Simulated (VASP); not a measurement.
A run of VASP 6.6.1:

File INCAR:

```
SYSTEM = GdIn
PREC = Accurate
ENCUT = 520
EDIFF = 1E-6
ISMEAR = -1
SIGMA = 0.1
LREAL = .FALSE.
LASPH = .TRUE.
NELM = 150
ALGO = Normal
ISIF = 2
LWAVE = .FALSE.
LCHARG = .FALSE.
ISPIN = 2
MAGMOM = 9.1 0
LORBIT = 11
LMAXMIX = 6
GGA = PS
IVDW = 12
NBANDS = 26
```

KPOINTS

```
Automatic mesh
0
G
  8 8 8
  0 0 0
```

Contents of POSCAR:

```
GdIn
1.0
    3.7978136043      0.0000000000      0.0000000000
    0.0000000000      3.7978136043      0.0000000000
    0.0000000000      0.0000000000      3.6094103185
Gd In
1 1
Direct
    0.0000000000      0.0000000000      0.0000000000
    0.5000000000      0.5000000000      0.5000000000
```

Potentials or basis: VASP PAW PBE potentials, release 64 (Gd, In_d).

Command:

```console
$ cat potpaw_PBE.64/Gd/POTCAR potpaw_PBE.64/In_d/POTCAR > POTCAR
$ mpirun -np 1 vasp_std > vasp.out
```

Hardware: 1 thread of Intel(R) Xeon(R) 6975P-C (Granite Rapids) (shared host).

Q: How long does it take, and how much memory?

A: Wall time 2 min on 1 thread of Intel(R) Xeon(R) 6975P-C (Granite Rapids), with other jobs on the host, peak memory 0.32 GiB. Counts: scf iterations 22, k points 75.
